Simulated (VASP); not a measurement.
Here is a VASP 6.6.1 calculation.

INCAR

```
SYSTEM = SnO2
PREC = Accurate
ENCUT = 520
EDIFF = 1E-7
ISMEAR = 0
SIGMA = 0.05
LREAL = .False.
LASPH = .True.
NELM = 100
ALGO = Normal
ISIF = 2
LWAVE = .False.
LCHARG = .False.
GGA = PE
NBANDS = 20
```

KPOINTS

```
regular mesh
0
Gamma
  12 12 12
  0 0 0
```

The input POSCAR:

```
SnO2
1.0
    1.6167660720      0.9334403269      5.0494000000
   -1.6167660720      0.9334403269      5.0494000000
    0.0000000000     -1.8668806537      5.0494000000
Sn O
1 2
Direct
    0.5000000000      0.5000000000      0.5000000000
    0.2348826742      0.2348826742      0.2348826742
    0.7651173258      0.7651173258      0.7651173258
```

Potentials or basis: VASP PAW PBE potentials, release 64 (Sn_d, O).

Command:

```console
$ cat potpaw_PBE.64/Sn_d/POTCAR potpaw_PBE.64/O/POTCAR > POTCAR
$ mpirun -np 1 vasp_std > vasp.out
```

(1) Estimate the largest force.

(2) Estimate the band gap on the k mesh.

Answers

(1) 0.284 eV/Å.

(2) 2.01 eV (least direct gap 2.19 eV).

Caveat: spin-orbit coupling is left out, which moves the levels of the heavy elements.
